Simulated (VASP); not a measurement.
Input of a VASP 6.6.1 run:

INCAR

```
SYSTEM = ZnS
PREC = Accurate ; ENCUT = 500
EDIFF = 1E-6 ; ISMEAR = -1
SIGMA = 0.05 ; LREAL = .FALSE.
LASPH = .TRUE. ; NELM = 120
ALGO = Normal ; ISIF = 2
LWAVE = .FALSE. ; LCHARG = .TRUE.
GGA = LIBXC ; LIBXC1 = GGA_X_B88
LIBXC2 = GGA_C_PBE ; LELF = .TRUE.
LVHAR = .TRUE. ; NBANDS = 16
GGA_COMPAT = .FALSE.
```

KPOINTS

```
regular mesh
0
G
  9 9 9
  0 0 0
```

File POSCAR:

```
ZnS
1.0
    0.0000000000      2.6468416657      2.6468416657
    2.6468416657      0.0000000000      2.6468416657
    2.6468416657      2.6468416657      0.0000000000
Zn S
1 1
Direct
    0.7500000000      0.7500000000      0.7500000000
    0.0000000000      0.0000000000      0.0000000000
```

Potentials or basis: VASP PAW PBE potentials, release 64 (Zn, S).

Run with:

```bash
$ cat potpaw_PBE.64/Zn/POTCAR potpaw_PBE.64/S/POTCAR > POTCAR
$ mpirun -np 1 vasp_std > vasp.out
```

Task: Estimate the band gap on the k mesh.

Result: 2.39 eV.

Task: What does it give for the pressure?

Result: 7.0 GPa.

Caveat: the cell stands under pressure; the PAW data sets were made with another functional, which shifts forces and pressure a little.
